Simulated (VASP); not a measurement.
# TiN (Fm-3m) in VASP: further runs, part 2 of 2

VASP 6.6.1. The steps go on from the part before.

## 3. Single point, PBE (volume scaled by 1.01)

INCAR reads:

```
SYSTEM = TiN
  PREC = Accurate
  ENCUT = 520
  EDIFF = 1E-6
  ISMEAR = -1
  SIGMA = 0.05
  LREAL = .False.
  LASPH = .True.
  NELM = 60
  ALGO = Normal
  ISIF = 2
  LWAVE = .False.
  LCHARG = .False.
  GGA = PE
  NBANDS = 16
```

KPOINTS reads:

```
Automatic mesh
0
Gamma
  13 13 13
  0 0 0
```

POSCAR reads:

```
TiN
1.0
    0.0000000000      2.1290498857      2.1290498857
    2.1290498857      0.0000000000      2.1290498857
    2.1290498857      2.1290498857      0.0000000000
Ti N
1 1
Direct
    0.0000000000      0.0000000000      0.0000000000
    0.5000000000      0.5000000000      0.5000000000
```

Potentials or basis: VASP PAW PBE potentials, release 64 (Ti_sv, N).

Command:

```sh
$ cat potpaw_PBE.64/Ti_sv/POTCAR potpaw_PBE.64/N/POTCAR > POTCAR
$ mpirun -np 1 vasp_std > vasp.out
```

OUTCAR:

```text
SYSTEM = TiN
   PREC = Accurate
   ENCUT = 520
   EDIFF = 1E-6
   ISMEAR = -1
   LREAL = .False.
   LASPH = .True.
   NELM = 60
   ISIF = 2
   GGA = PE

 ion  position               nearest neighbor table
   1  0.000  0.000  0.000-   2 2.13   2 2.13   2 2.13   2 2.13   2 2.13   2 2.13
   2  0.500  0.500  0.500-   1 2.13   1 2.13   1 2.13   1 2.13   1 2.13   1 2.13

  LATTYP: Found a face centered cubic cell.
 ALAT       =     4.2580997714

  Lattice vectors:

 A1 = (   0.0000000000,   2.1290498857,   2.1290498857)
 A2 = (   2.1290498857,   0.0000000000,   2.1290498857)
 A3 = (   2.1290498857,   2.1290498857,   0.0000000000)

Analysis of symmetry for initial positions (statically):
=====================================================================
 Subroutine PRICEL returns:
 Original cell was already a primitive cell.

 Routine SETGRP: Setting up the symmetry group for a
 face centered cubic supercell.

 Subroutine GETGRP returns: Found 48 space group operations
 (whereof 48 operations were pure point group operations)
 out of a pool of 48 trial point group operations.

The static configuration has the point symmetry O_h .

Analysis of symmetry for dynamics (positions and initial velocities):
=====================================================================
 Subroutine PRICEL returns:
 Original cell was already a primitive cell.

 Routine SETGRP: Setting up the symmetry group for a
 face centered cubic supercell.

 Subroutine GETGRP returns: Found 48 space group operations
 (whereof 48 operations were pure point group operations)
 out of a pool of 48 trial point group operations.

The dynamic configuration has the point symmetry O_h .

 Subroutine INISYM returns: Found 48 space group operations
 (whereof 48 operations are pure point group operations),
 and found     1 'primitive' translations

[... 102 lines left out ...]
   POTIM  = 0.5000    time-step for ionic-motion
   TEBEG  =    0.0;   TEEND  =   0.0 temperature during run
   PSTRESS=    0.0 pullay stress
   NELECT =      17.0000    total number of electrons
   NUPDOWN=      -1.0000    fix difference up-down
   EMIN   =  10.00;   EMAX   =-10.00  energy-range for DOS
   EFERMI =   0.00;   METHOD = LEGACY
   ISMEAR =    -1;   SIGMA  =   0.05  broadening in eV -4-tet -1-fermi 0-gaus
   EFERMI_NEDOS =   21; number of points for ismear=-14 and -15
   IALGO  =     38    algorithm
   IMIX   =      4    mixing-type and parameters
     AMIX     =   0.40;   BMIX     =  1.00
     AMIX_MAG =   1.60;   BMIX_MAG =  1.00
  volume/ion in A,a.u.               =       9.65        65.13
  Fermi-wavevector in a.u.,A,eV,Ry     =   1.569261  2.965474 33.505455  2.462581
  Thomas-Fermi vector in A             =   2.671170
   LORBIT       =      0    0 simple, 1 ext, 2 COOP (PROOUT), +10 PAW based schemes
   GGA     = PE    functional components
   LHFCALC =     F    Hartree Fock is set to
   AEXX    =    0.0000 exact exchange contribution
   IVDW    =     0    specifies the selected vdW correction
   LEPSILON=     F    determine dielectric tensor
   LRPA    =     F    only Hartree local field effects (RPA)
 non-spin polarized calculation
  energy-cutoff  :      520.00
  volume of cell :       19.30
 maximum number of plane-waves:       533
   NGX = 11   NGY = 11   NGZ = 11

 number of electron      17.0000003 magnetization

 Free energy of the ion-electron system (eV)
  ---------------------------------------------------
  ext. energy  EPLUGINS =         0.00000000
  ---------------------------------------------------
  free energy    TOTEN  =       -19.64134285 eV

  energy without entropy =      -19.63433857  energy(sigma->0) =      -19.63784071

 E-fermi :  11.3236     XC(G=0): -12.9560

 val. band max:       11.2312346896   @ k =  -0.1538   0.2308   0.0769
 cond. band min:      11.3425931046   @ k =  -0.1538   0.1538   0.0000
 fundamental gap:      0.1113584150
 Fermi energy:        11.3236418972

 k-point     1 :       0.0000    0.0000    0.0000
  band No.  band energies     occupation
      1     -46.5935      2.00000
      2     -22.5813      2.00000
      3     -22.5813      2.00000
      4     -22.5813      2.00000
      5      -5.7389      2.00000
      6       9.2629      2.00000
[... 433 lines left out ...]
      3     -22.6992      2.00000
      4     -22.6696      2.00000
      5      -3.6941      2.00000
      6       4.0803      2.00000
[... 8 lines left out ...]
     15      24.2709      0.00000
     16      25.4932      0.00000

 [... further k-points ...]
[... 5 lines left out ...]
  --------------------------------------------------------------------------------------
  -------------------------------------------------------------------------------------
  Total       -0.2101645     -0.2101645     -0.2101645      0.0000000     -0.0000000      0.0000000
  in kB      -17.4454576    -17.4454576    -17.4454576      0.0000000     -0.0000000      0.0000000
  external PRESSURE =     -17.4454576 kB  Pullay stress =       0.0000000 kB

 VOLUME and BASIS-vectors are now :
 -----------------------------------------------------------------------------
  energy-cutoff  :      520.00
  volume of cell :       19.30
      direct lattice vectors                 reciprocal lattice vectors
     0.000000000  2.129049886  2.129049886    -0.234846540  0.234846540  0.234846540
     2.129049886  0.000000000  2.129049886     0.234846540 -0.234846540  0.234846540
     2.129049886  2.129049886  0.000000000     0.234846540  0.234846540 -0.234846540

 POSITION                                       TOTAL-FORCE (eV/Angst)
 -----------------------------------------------------------------------------------
      0.00000      0.00000      0.00000        -0.000000      0.000000      0.000000
      2.12905      2.12905      2.12905         0.000000     -0.000000     -0.000000
 -----------------------------------------------------------------------------------
    total drift:                                0.000000     -0.000000     -0.000000

  FREE ENERGIE OF THE ION-ELECTRON SYSTEM (eV)
  ---------------------------------------------------
  free  energy   TOTEN  =       -19.6413428531 eV

  energy  without entropy=      -19.6343385660  energy(sigma->0) =      -19.63784071
```

OSZICAR:

```text
N       E                     dE             d eps       ncg     rms          rms(c)
DAV:   1     0.137350977871E+03    0.13735E+03   -0.83481E+03  2688   0.127E+03
DAV:   2    -0.163686851312E+02   -0.15372E+03   -0.14387E+03  2968   0.352E+02
DAV:   3    -0.246396403196E+02   -0.82710E+01   -0.82018E+01  3488   0.838E+01
DAV:   4    -0.248237023399E+02   -0.18406E+00   -0.18395E+00  3248   0.120E+01
DAV:   5    -0.248273486368E+02   -0.36463E-02   -0.36462E-02  3216   0.154E+00    0.179E+01
DAV:   6    -0.200486071364E+02    0.47787E+01   -0.13121E+01  3512   0.532E+01    0.687E+00
DAV:   7    -0.196853510465E+02    0.36326E+00   -0.17187E+00  3216   0.163E+01    0.480E+00
DAV:   8    -0.199379716688E+02   -0.25262E+00   -0.11536E+00  3560   0.159E+01    0.617E+00
DAV:   9    -0.196526074299E+02    0.28536E+00   -0.39580E-01  3040   0.957E+00    0.158E+00
DAV:  10    -0.196446596212E+02    0.79478E-02   -0.33249E-02  3264   0.206E+00    0.450E-01
DAV:  11    -0.196414159311E+02    0.32437E-02   -0.47675E-03  3944   0.859E-01    0.175E-01
DAV:  12    -0.196413489139E+02    0.67017E-04   -0.42031E-04  3112   0.198E-01    0.419E-02
DAV:  13    -0.196413449493E+02    0.39645E-05   -0.50525E-05  3536   0.952E-02    0.179E-02
DAV:  14    -0.196413430092E+02    0.19401E-05   -0.56295E-06  2960   0.265E-02    0.880E-03
DAV:  15    -0.196413428531E+02    0.15611E-06   -0.11297E-06  2352   0.134E-02
   1 F= -.19641343E+02 E0= -.19637841E+02  d E =-.700429E-02
```

stdout:

```text
POSCAR found type information on POSCAR TiN
 POSCAR found :  2 types and       2 ions
 scaLAPACK will be used
 LDA part: xc-table for (Slater+PW92), standard interpolation
 POSCAR, INCAR and KPOINTS ok, starting setup
 FFT: planning ... GRIDC
 FFT: planning ... GRID_SOFT
 FFT: planning ... GRID
 WAVECAR not read
 entering main loop
```

It took 24 s on 1 thread of Intel Xeon Platinum 8488C (Sapphire Rapids), shared host; peak memory 0.15 GiB.

What came out:

- Free energy: -19.6413 eV
- Pressure: -1.7 GPa

Caveat: the cell differs from its parent crystal (volume scaled by 1.01).

## 4. Single point, PBE

This run uses another cell than the first one, of 9.56 Å³/atom, 1.010 times its volume.

INCAR reads:

```
ALGO = Normal ; EDIFF = 1E-6
ENCUT = 520 ; GGA = PE
ISIF = 2 ; ISMEAR = -1
LASPH = True ; LCHARG = False
LREAL = False ; LWAVE = False
NBANDS = 16 ; NELM = 100
PREC = Accurate ; SIGMA = 0.05
```

KPOINTS reads:

```
k-points
0
Gamma
  13 13 13
```

POSCAR reads:

```
TiN
1.0
    0.0000000000      2.1220000000      2.1220000000
    2.1220000000      0.0000000000      2.1220000000
    2.1220000000      2.1220000000      0.0000000000
Ti N
1 1
Direct
    0.0000000000      0.0000000000      0.0000000000
    0.5000000000      0.5000000000      0.5000000000
```

Command:

```sh
$ cat potpaw_PBE.64/Ti_sv/POTCAR potpaw_PBE.64/N/POTCAR > POTCAR
$ mpirun -np 1 vasp_std > vasp.out
```

Wall time 26 s (1 thread of Intel Xeon Platinum 8488C (Sapphire Rapids), shared host); peak memory 0.15 GiB.

Results (log left out):

```
Free energy : -19.6416 eV
Pressure    : 1.0 GPa
```

Levels at points of the mesh, in eV from the Fermi level:
| k point | band 7 | band 8 | band 9 | band 10 | band 11 | band 12 |
| --- | --- | --- | --- | --- | --- | --- |
| (0.00, 0.00, 0.00) | -2.08 | -2.08 | -0.64 | -0.64 | -0.64 | 0.54 |

## 5. Summary

| cell | gap on the mesh (eV) | pressure (GPa) |
| --- | --- | --- |
| a = 2.991 Å, angles 60.0°, 2 atoms | none | 3.9 |
| a = 3.011 Å, angles 60.0°, 2 atoms | none | -1.7 |
| a = 3.001 Å, angles 60.0°, 2 atoms | none | 1.0 |

Alike in all rows: task single point; level PBE; potentials or basis VASP PAW PBE potentials, release 64 (Ti_sv, N); no spin polarisation; k mesh 13 × 13 × 13; cutoff (eV) 520; smearing fermi-dirac 0.05 eV.

Absolute energies hang on the potentials; compare differences alone.
